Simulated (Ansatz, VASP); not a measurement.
Two plane-wave programs on K

```
K
1.0
     4.33234   -4.32509    0.00000
     4.33234    4.32509    0.00000
     0.00000    0.00000   11.28148
K
5
Direct
  0.50000 0.00000 0.30879
  0.00000 0.50000 0.69121
  0.00000 0.50000 0.30879
  0.50000 0.00000 0.69121
  0.00000 0.00000 0.00000
```

Alike in both runs: task single point; functional PBE; k mesh 6 × 6 × 4; occupations gaussian, width 0.1 eV; no spin polarisation.

```csv
,VASP,Ansatz
version,VASP 6.6.1,Ansatz 0.2.0
potentials or method,"VASP PAW PBE potentials, release 64 (K_sv), cutoff 520 eV","scalar-relativistic, plane waves, PAW"
valence electrons in the cell,45,45
```

|  | VASP | Ansatz | Ansatz less VASP |
| --- | --- | --- | --- |
| gap on the k mesh at the Fermi level (eV) | none | none | - |
| pressure (GPa) | 0.0 | 0.0 | +0.01 |

A gap of «none» marks a metal or a gap that the smearing closes. With one functional, cell and mesh, what is left measures potentials, basis and numerics.
